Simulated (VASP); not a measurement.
Input of a VASP 6.6.1 run:

File INCAR:

```
  ALGO = Normal
  EDIFF = 1E-6
  EDIFFG = -0.04
  ENCUT = 600
  GGA = PE
  IBRION = 2
  ISIF = 3
  ISMEAR = 0
  LASPH = T
  LCHARG = F
  LREAL = F
  LWAVE = F
  NELM = 60
  NSW = 90
  PREC = Accurate
  SIGMA = 0.1
```

File KPOINTS:

```
k-points
0
Gamma
  4 4 4
```

Contents of POSCAR:

```
BiO5
1.0
    0.0000000000      3.3971137700      3.3971137700
    3.3971137700      0.0000000000      3.3971137700
    3.3971137700      3.3971137700      0.0000000000
Bi O
1 5
Direct
    0.5000000000      0.5000000000      0.5000000000
    0.3719714300      0.8760095200      0.8760095200
    0.8760095200      0.8760095200      0.8760095200
    0.2500000000      0.2500000000      0.2500000000
    0.8760095200      0.8760095200      0.3719714300
    0.8760095200      0.3719714300      0.8760095200
```

Potentials or basis: VASP PAW PBE potentials, release 64 (Bi_d, O).

Command:

```sh
$ cat potpaw_PBE.64/Bi_d/POTCAR potpaw_PBE.64/O/POTCAR > POTCAR
$ mpirun -np 1 vasp_std > vasp.out
```

(1) Estimate the space group after relaxing (to 0.05 Å).

(2) Predict the relaxed volume.

(3) Estimate the relaxed cell.

Results:

(1) F-43m (No. 216).

(2) 10.50 Å³/atom.

(3) a = 4.466 Å, b = 4.466 Å, c = 4.466 Å, α = 60.00°, β = 60.00°, γ = 60.00°.

Caveat: the k points lie up to 0.43 Å⁻¹ apart in the final cell; the volume moved by over 15 % at a fixed basis, so the end points are rough; an odd number of electrons without spin polarisation forces a metal; a magnetic or distorted state may lie lower.
